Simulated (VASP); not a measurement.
# NaSb2 (I4/mcm) in VASP: a series of runs, part 2 of 2

VASP 6.6.1. Earlier steps stand in the parts before.

## 5. Relaxation of cell and atoms, PBE

This run uses another cell than the first one, of 25.83 Å³/atom.

Contents of INCAR:

```
  PREC = Accurate
  ENCUT = 600
  EDIFF = 1E-6
  ISMEAR = 0
  SIGMA = 0.1
  LREAL = False
  LASPH = True
  NELM = 80
  ALGO = Normal
  ISIF = 3
  LWAVE = False
  LCHARG = False
  GGA = PE
  IBRION = 2
  NSW = 100
  EDIFFG = -0.01
```

Contents of KPOINTS:

```
regular mesh
0
Gamma
  8 8 8
```

Contents of POSCAR:

```
NaSb2
1.0
   -3.5973223110      3.5973223110      2.9944152544
    3.5973223110     -3.5973223110      2.9944152544
    3.5973223110      3.5973223110     -2.9944152544
Na Sb
2 4
Direct
    0.2500000000      0.2500000000      0.0000000000
    0.7500000000      0.7500000000      0.0000000000
    0.6670000000      0.1670000000      0.8340000000
    0.1670000000      0.3330000000      0.5000000000
    0.3330000000      0.8330000000      0.1660000000
    0.8330000000      0.6670000000      0.5000000000
```

Potentials or basis: VASP PAW PBE potentials, release 64 (Na_pv, Sb).

Run with:

```bash
> cat potpaw_PBE.64/Na_pv/POTCAR potpaw_PBE.64/Sb/POTCAR > POTCAR
> mpirun -np 1 vasp_std > vasp.out
```

OUTCAR:

```text
PREC = Accurate
   ENCUT = 600
   EDIFF = 1E-6
   ISMEAR = 0
   LREAL = False
   LASPH = True
   NELM = 80
   ISIF = 3
   GGA = PE
   IBRION = 2
   NSW = 100
   EDIFFG = -0.01

 ion  position               nearest neighbor table
   1  0.250  0.250  0.000-   6 3.07   5 3.07   3 3.07   4 3.07   5 3.07   4 3.07   6 3.07   3 3.07

   2  0.750  0.750  0.000-   5 3.07   4 3.07   3 3.07   5 3.07   6 3.07   6 3.07   3 3.07   4 3.07

   3  0.667  0.167  0.834-   1 3.07   2 3.07   1 3.07   2 3.07   5 3.40   5 3.44   5 3.44
   4  0.167  0.333  0.500-   2 3.07   1 3.07   1 3.07   2 3.07   6 3.40   6 3.44   6 3.44
   5  0.333  0.833  0.166-   1 3.07   2 3.07   1 3.07   2 3.07   3 3.40   3 3.44   3 3.44
   6  0.833  0.667  0.500-   1 3.07   2 3.07   2 3.07   1 3.07   4 3.40   4 3.44   4 3.44

  LATTYP: Found a body centered tetragonal cell.
 ALAT       =     7.1946446220
 C/A-ratio  =     0.8324011572

  Lattice vectors:
[... 398 lines left out ...]
  free energy    TOTEN  =       -19.19963831 eV

  energy without entropy =      -19.18165042  energy(sigma->0) =      -19.19064436

 E-fermi :   5.2599     XC(G=0):  -9.0496

 val. band max:        5.2581932837   @ k =   0.3750   0.2500   0.0000
 cond. band min:       5.2723298996   @ k =  -0.3750   0.2500   0.0000
 fundamental gap:      0.0141366159
 Fermi energy:         5.2598874796

 k-point     1 :       0.0000    0.0000    0.0000
  band No.  band energies     occupation
      1     -19.4038      2.00000
      2     -19.2116      2.00000
      3     -19.2116      2.00000
      4     -19.1910      2.00000
      5     -19.1840      2.00000
      6     -19.1840      2.00000
[... 565 lines left out ...]
     20       6.7380      0.00000
     21       7.5893      0.00000

 [... further k-points ...]

------------------------ aborting loop because EDIFF is reached ----------------------------------------

  FORCE on cell =-STRESS in cart. coord.  units (eV):
  Direction    XX          YY          ZZ          XY          YZ          ZX
  --------------------------------------------------------------------------------------
  -------------------------------------------------------------------------------------
  Total       -0.0074649     -0.0074649     -0.0479681      0.0000000     -0.0000000      0.0000000
  in kB       -0.0702720     -0.0702720     -0.4515556      0.0000000     -0.0000000      0.0000000
  external PRESSURE =      -0.1973666 kB  Pullay stress =       0.0000000 kB
[... 21 lines left out ...]
  FREE ENERGIE OF THE ION-ELECTRON SYSTEM (eV)
  ---------------------------------------------------
  free  energy   TOTEN  =       -19.1996383057 eV

  energy  without entropy=      -19.1816504168  energy(sigma->0) =      -19.19064436

 reached required accuracy - stopping structural energy minimisation
```

CONTCAR:

```text
NaSb2
   1.00000000000000
    -3.8474907772215170    3.8474907772215170    2.8743300801775917
     3.8474907772215170   -3.8474907772215170    2.8743300801775917
     3.8474907772215170    3.8474907772215170   -2.8743300801775917
  Na              Sb
     2     4
Direct
     0.2500000000000000    0.2500000000000000    0.0000000000000000
     0.7500000000000000    0.7500000000000000    0.0000000000000000
     0.6287850303865322    0.1287850303865322    0.7575700607730645
     0.1287850303865322    0.3712149696134678    0.5000000000000000
     0.3712149696134678    0.8712149696134678    0.2424299392269356
     0.8712149696134678    0.6287850303865322    0.5000000000000000

  0.00000000E+00  0.00000000E+00  0.00000000E+00
  0.00000000E+00  0.00000000E+00  0.00000000E+00
  0.00000000E+00  0.00000000E+00  0.00000000E+00
  0.00000000E+00  0.00000000E+00  0.00000000E+00
  0.00000000E+00  0.00000000E+00  0.00000000E+00
  0.00000000E+00  0.00000000E+00  0.00000000E+00
```

Wall time 31 min (1 thread of Intel Xeon Platinum 8259CL at 2.50GHz (Skylake/Cascade Lake), shared host); peak memory 0.49 GiB.

Results:

* Free energy: -19.1996 eV
* Relaxed volume: 28.37 Å³/atom
* Relaxed cell: a = 6.154 Å, b = 6.154 Å, c = 6.154 Å, α = 102.60°, β = 102.60°, γ = 124.31°
* Space group after relaxing (to 0.1 Å): I4/mcm (No. 140)
* Pressure after relaxing: 0.0 GPa
* Largest force after relaxing: 0.007 eV/Å
* Band gap on the k mesh: zero (bands 17 and 18 overlap by 1.99 eV)

Forces on the atoms (eV/Å):
```
Na   0.000  0.000  0.000
Na   0.000  0.000  0.000
Sb  -0.005 -0.005  0.000
Sb   0.005 -0.005  0.000
Sb   0.005  0.005  0.000
Sb  -0.005  0.005  0.000
```

Final structure:
```
CELL_PARAMETERS angstrom
-3.84749 3.84749 2.87433
3.84749 -3.84749 2.87433
3.84749 3.84749 -2.87433
ATOMIC_POSITIONS crystal
Na 0.25000 0.25000 0.00000
Na 0.75000 0.75000 0.00000
Sb 0.62879 0.12879 0.75757
Sb 0.12879 0.37121 0.50000
Sb 0.37122 0.87121 0.24243
Sb 0.87121 0.62879 0.50000
```

Caveat: spin-orbit coupling is left out, which moves the levels of the heavy elements.

## 6. Summary

| task | cell | cutoff (eV) | gap on the mesh (eV) | pressure (GPa) | relaxed volume (Å³/atom) | largest force (eV/Å) |
| --- | --- | --- | --- | --- | --- | --- |
| relaxation of cell and atoms | relaxed from a = 6.152 Å, angles 102.6, 102.6, 124.2°, 6 atoms, atomic positions A | 600 | none | 0.0 | 28.36 | - |
| single point | a = 6.152 Å, angles 102.6, 102.6, 124.2°, 6 atoms, atomic positions A | 520 | none | 0.0 | - | 0.02 |
| relaxation of cell and atoms | relaxed from a = 5.903 Å, angles 104.9, 104.9, 119.0°, 6 atoms, atomic positions B | 600 | none | 0.0 | 28.37 | 0.01 |

Alike in all rows: level PBE; potentials or basis VASP PAW PBE potentials, release 64 (Na_pv, Sb); no spin polarisation; k mesh 8 × 8 × 8; smearing gaussian 0.1 eV.

Caveats: spin-orbit coupling is left out, which moves the levels of the heavy elements.

Total energies depend on the potentials used, so only differences within one code and one set of settings carry meaning.
